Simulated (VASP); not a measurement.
As: single point with PBEsol

The system is As.

```
CELL_PARAMETERS angstrom
1.87975 1.08527 3.53806
-1.87975 1.08527 3.53806
0.00000 -2.17055 3.53806
ATOMIC_POSITIONS crystal
As 0.22754 0.22754 0.22754
As 0.77246 0.77246 0.77246
```

This cell differs from its parent crystal: strain +0.000 along x and y, +0.015 along z.

```yaml
Program: VASP 6.6.1
Task: single point
Functional: PBEsol
Potentials_or_basis: VASP PAW PBE potentials, release 64 (As)
Cutoff: 520 eV
k_mesh: 18 × 18 × 18
Occupations: gaussian, width 0.15 eV
Spin: no spin polarisation
Dipole_correction: no
Further_INCAR_settings: ALGO = Normal; EDIFF = 1e-06; NBANDS = 12
```

```yaml
Pressure: -0.4 GPa
Largest_force: 0.083 eV/Å
Band_gap_on_the_k_mesh: zero (bands 5 and 6 overlap by 0.57 eV)
```

Forces in eV/Å, atoms in the order of the input:
```
As   0.000  0.000  0.083
As   0.000  0.000 -0.083
```

Stress tensor (GPa, compression positive):
```
 0.10  0.00  0.00
 0.00  0.10  0.00
 0.00  0.00 -1.31
```

Levels at points of the mesh, in eV from the Fermi level:
```tsv
k point	band 2	band 3	band 4	band 5	band 6	band 7	band 8	band 9
(0.00, 0.00, 0.00)	-5.96	-2.70	-2.00	-2.00	1.65	2.84	2.84	6.73
(0.50, 0.00, 0.00)	-11.15	-2.88	-2.81	-0.48	-0.43	0.09	1.20	8.69
(0.50, 0.50, 0.00)	-9.75	-6.10	-4.35	-4.12	1.40	5.28	6.63	7.06
(0.50, 0.50, 0.50)	-10.16	-1.72	-1.72	-0.62	0.69	0.69	1.72	7.83
```

Run time: 2.5 min on 1 thread of AMD EPYC 7R13 Processor (Zen 3), on a shared host, peak memory 0.34 GiB.

Caveat: the cell differs from its parent crystal (strain +0.000 along x and y, +0.015 along z); the PAW data sets were made with another functional, which shifts forces and pressure a little.
